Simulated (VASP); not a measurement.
# BaTiO3 (Amm2) in VASP: notebook, part 2 of 2

VASP 6.6.1. Earlier steps stand in the parts before.

### 3 Single point, r2SCAN

This run uses another cell than the first one, of 13.38 Å³/atom.

POSCAR

```
BaTiO3
1.0
    4.0379468039      0.0000000000      0.0000000000
    0.0000000000      2.8742319127      2.8825904778
    0.0000000000     -2.8742319127      2.8825904778
Ba Ti O
1 1 3
Direct
    0.0000000000      0.0000000000      0.0000000000
    0.5000000000      0.5124000000      0.5124000000
    0.0000000000      0.4874000000      0.4874000000
    0.5000000000      0.5052400000      0.9918400000
    0.5000000000      0.9918400000      0.5052400000
```

INCAR.step1

```
PREC = Accurate
ENCUT = 520
ISMEAR = 0
SIGMA = 0.01
LREAL = F
LASPH = T
NELM = 100
NBANDS = 28
GGA = PE
ALGO = Normal
EDIFF = 1E-4
LWAVE = T
LCHARG = F
```

INCAR.step2

```
PREC = Accurate
ENCUT = 520
EDIFF = 1E-7
ISMEAR = 0
SIGMA = 0.01
LREAL = F
LASPH = T
NELM = 100
ALGO = Normal
ISIF = 2
LWAVE = F
LCHARG = T
METAGGA = R2SCAN
LMIXTAU = T
LELF = T
LVHAR = T
NBANDS = 28
ISTART = 1
```

KPOINTS

```
Automatic mesh
0
Gamma
  6 6 6
```

Potentials or basis: VASP PAW PBE potentials, release 64 (Ba_sv, Ti_sv, O).

Started as:

```sh
cat potpaw_PBE.64/Ba_sv/POTCAR potpaw_PBE.64/Ti_sv/POTCAR potpaw_PBE.64/O/POTCAR > POTCAR
cp INCAR.step1 INCAR
mpirun -np 1 vasp_std > vasp.out
cp INCAR.step2 INCAR
mpirun -np 1 vasp_std > vasp.out
```

OUTCAR:

```text
PREC = Accurate
   ENCUT = 520
   EDIFF = 1E-7
   ISMEAR = 0
   LREAL = F
   LASPH = T
   NELM = 100
   ISIF = 2
   METAGGA = R2SCAN
   ISTART = 1

 ion  position               nearest neighbor table
   1  0.000  0.000  0.000-   3 2.81   4 2.85   5 2.85   4 2.85   5 2.85   3 2.88   3 2.88   4 2.88
                             5 2.88   5 2.88   4 2.88   3 2.96   2 3.46   2 3.46   2 3.51   2 3.51
   2  0.500  0.512  0.512-   4 1.95   5 1.95   3 2.02   3 2.02   5 2.12   4 2.12   1 3.46   1 3.46
                             1 3.51   1 3.51   1 3.51   1 3.51   1 3.58   1 3.58
[... 953 lines left out ...]
  -------------------------------------------------------------------------------------
  Total       -2.2444130     -2.1960520     -2.4475724      0.0000000      0.0000000      0.0000000
  in kB      -53.7425188    -52.5845124    -58.6071755      0.0000000      0.0000000      0.0000000
  external PRESSURE =     -54.9780689 kB  Pullay stress =       0.0000000 kB

 VOLUME and BASIS-vectors are now :
 -----------------------------------------------------------------------------
  energy-cutoff  :      520.00
  volume of cell :       66.91
      direct lattice vectors                 reciprocal lattice vectors
     4.037946804  0.000000000  0.000000000     0.247650613  0.000000000  0.000000000
     0.000000000  2.874231913  2.882590478     0.000000000  0.173959519  0.173455093
     0.000000000 -2.874231913  2.882590478     0.000000000 -0.173959519  0.173455093

 POSITION                                       TOTAL-FORCE (eV/Angst)
 -----------------------------------------------------------------------------------
      0.00000      0.00000      0.00000         0.000000     -0.000000      0.154314
      2.01897      0.00000      2.95408         0.000000     -0.000000      0.321594
      0.00000      0.00000      2.80995         0.000000     -0.000000      0.278815
      2.01897     -1.39860      4.31547         0.000000      0.124392     -0.377362
      2.01897      1.39860      4.31547         0.000000     -0.124392     -0.377362
 -----------------------------------------------------------------------------------
    total drift:                                0.000000      0.000001      0.008000

  FREE ENERGIE OF THE ION-ELECTRON SYSTEM (eV)
  ---------------------------------------------------
  free  energy   TOTEN  =       -74.2000640186 eV

  energy  without entropy=      -74.2000640186  energy(sigma->0) =      -74.20006402
```

Run time: 2.8 min. Hardware: 1 thread of Intel Xeon 6975P-C (Granite Rapids), shared host; peak memory 0.23 GiB.

What came out:

| Property | Result |
| --- | --- |
| Free energy | -74.2001 eV |
| Pressure | -5.5 GPa |
| Largest force | 0.397 eV/Å |
| Band gap on the k mesh | 2.14 eV (least direct gap 2.40 eV) |

Forces in eV/Å, atoms in the order of the input:
```
Ba   0.000  0.000  0.154
Ti   0.000  0.000  0.322
O    0.000  0.000  0.279
O    0.000  0.124 -0.377
O    0.000 -0.124 -0.377
```

Caveat: the cell stands under tension; the PAW data sets were made with another functional, which shifts forces and pressure a little; spin-orbit coupling is left out, which moves the levels of the heavy elements.

### 4 Single point, r2SCAN

This run uses another cell than the first one, of 13.77 Å³/atom.

Changes to POSCAR since step 3:

```diff
@@ -2,5 +2,5 @@
 1.0
-    4.0379468039      0.0000000000      0.0000000000
-    0.0000000000      2.8742319127      2.8825904778
-    0.0000000000     -2.8742319127      2.8825904778
+    4.0764057548      0.0000000000      0.0000000000
+    0.0000000000      2.9016071975      2.9100453728
+    0.0000000000     -2.9016071975      2.9100453728
 Ba Ti O
```

INCAR.step1

```
SYSTEM = BaTiO3
  PREC = Accurate
  ENCUT = 520
  ISMEAR = 0
  SIGMA = 0.01
  LREAL = .False.
  LASPH = .True.
  NELM = 80
  NBANDS = 28
  GGA = PE
  ALGO = Normal
  EDIFF = 1E-4
  LWAVE = .True.
  LCHARG = .False.
```

INCAR.step2

```
SYSTEM = BaTiO3
  PREC = Accurate
  ENCUT = 520
  EDIFF = 1E-6
  ISMEAR = 0
  SIGMA = 0.01
  LREAL = .False.
  LASPH = .True.
  NELM = 80
  ALGO = Normal
  ISIF = 2
  LWAVE = .False.
  LCHARG = .True.
  METAGGA = R2SCAN
  LMIXTAU = .True.
  LELF = .True.
  LVHAR = .True.
  NBANDS = 28
  ISTART = 1
```

KPOINTS

```
Automatic mesh
0
Gamma
  6 6 6
  0 0 0
```

Started as:

```sh
cat potpaw_PBE.64/Ba_sv/POTCAR potpaw_PBE.64/Ti_sv/POTCAR potpaw_PBE.64/O/POTCAR > POTCAR
cp INCAR.step1 INCAR
mpirun -np 1 vasp_std > vasp.out
cp INCAR.step2 INCAR
mpirun -np 1 vasp_std > vasp.out
```

Wall time 2.5 min (1 thread of Intel Xeon 6975P-C (Granite Rapids), shared host); peak memory 0.25 GiB.

It converged, with:

```
Free energy            : -74.1111 eV
Pressure               : -9.5 GPa
Largest force          : 0.496 eV/Å
Band gap on the k mesh : 2.07 eV (least direct gap 2.35 eV)
```

Forces in eV/Å, atoms in the order of the input:
```
Ba   0.000  0.000  0.147
Ti   0.000  0.000  0.465
O    0.000  0.000  0.282
O    0.000  0.214 -0.447
O    0.000 -0.214 -0.447
```

Stress tensor (GPa, compression positive):
```
-9.43  0.00  0.00
 0.00 -9.32  0.00
 0.00  0.00 -9.88
```

Levels at points of the mesh, in eV from the valence-band top:
```tsv
k point	band 18	band 19	band 20	band 21	band 22	band 23
(0.00, 0.00, 0.00)	-0.39	-0.31	-0.27	2.07	2.13	2.25
(0.50, 0.00, 0.00)	-1.64	-0.85	-0.80	2.23	3.52	3.59
(0.00, 0.50, 0.00)	-1.56	-0.83	-0.77	2.27	3.54	3.57
(0.50, 0.50, 0.00)	-0.94	-0.93	-0.08	3.55	3.57	3.95
(0.00, 0.50, 0.50)	-0.95	-0.91	-0.13	3.54	3.60	3.95
(0.50, 0.50, 0.50)	-0.05	-0.01	0.00	4.11	4.14	4.16
```

Caveat: the cell stands under tension; the PAW data sets were made with another functional, which shifts forces and pressure a little; spin-orbit coupling is left out, which moves the levels of the heavy elements. A k mesh can miss the band edges.

### 5 The runs side by side

| cell | gap on the mesh (eV) | pressure (GPa) | largest force (eV/Å) |
| --- | --- | --- | --- |
| a = 3.999, b = 4.031, c = 4.031 Å, angles 89.8, 90.0, 90.0°, 5 atoms | 2.22 | -0.7 | 0.30 |
| a = 4.038, b = 4.071, c = 4.071 Å, angles 89.8, 90.0, 90.0°, 5 atoms | 2.14 | -5.5 | 0.40 |
| a = 4.076, b = 4.109, c = 4.109 Å, angles 89.8, 90.0, 90.0°, 5 atoms | 2.07 | -9.5 | 0.50 |

Alike in all rows: task single point; level r2SCAN; potentials or basis VASP PAW PBE potentials, release 64 (Ba_sv, Ti_sv, O); no spin polarisation; k mesh 6 × 6 × 6; cutoff (eV) 520; smearing gaussian 0.01 eV.

Caveats: the PAW data sets were made with another functional, which shifts forces and pressure a little; spin-orbit coupling is left out, which moves the levels of the heavy elements; the cell stands under tension (at least some runs).

Absolute energies hang on the potentials; compare differences alone.
